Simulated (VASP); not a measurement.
A run of VASP 6.6.1 is set up as follows.

File POSCAR:

```
Ag
1.0
    2.9085986927      0.0000000000      0.0000000000
   -1.4542993464      2.5189203573      0.0000000000
    0.0000000000      0.0000000000      4.7330653357
Ag
2
Direct
    0.3333333333      0.6666666667      0.7500000000
    0.6666666667      0.3333333333      0.2500000000
```

The input INCAR.step1:

```
SYSTEM = Ag
PREC = Accurate
ENCUT = 600
ISMEAR = 0
SIGMA = 0.05
LREAL = .FALSE.
LASPH = .TRUE.
NELM = 100
GGA = PE
ALGO = Normal
EDIFF = 1E-4
LWAVE = .TRUE.
LCHARG = .FALSE.
```

Contents of INCAR.step2:

```
SYSTEM = Ag
PREC = Accurate
ENCUT = 600
EDIFF = 1E-6
ISMEAR = 0
SIGMA = 0.05
LREAL = .FALSE.
LASPH = .TRUE.
NELM = 100
ALGO = Normal
ISIF = 4
LWAVE = .FALSE.
LCHARG = .FALSE.
METAGGA = R2SCAN
LMIXTAU = .TRUE.
IBRION = 2
NSW = 60
EDIFFG = -0.01
ISTART = 1
```

The input KPOINTS:

```
Automatic mesh
0
G
  16 16 10
  0 0 0
```

Potentials or basis: VASP PAW PBE potentials, release 64 (Ag).

Command:

```sh
$ cat potpaw_PBE.64/Ag/POTCAR > POTCAR
$ cp INCAR.step1 INCAR
$ mpirun -np 1 vasp_std > vasp.out
$ cp INCAR.step2 INCAR
$ mpirun -np 1 vasp_std > vasp.out
```

**Question.** Estimate the band gap on the k mesh.

**Answer.** Zero (bands 11 and 12 overlap by 7.45 eV).

Final structure:
```yaml
crystal:
  lattice:
    - [2.90763, 0.00000, 0.00000]
    - [-1.45381, 2.51808, 0.00000]
    - [0.00000, 0.00000, 4.73623]
  atoms:
    - { symbol: Ag, position: [0.33333, 0.66667, 0.75000] }
    - { symbol: Ag, position: [0.66667, 0.33333, 0.25000] }
```
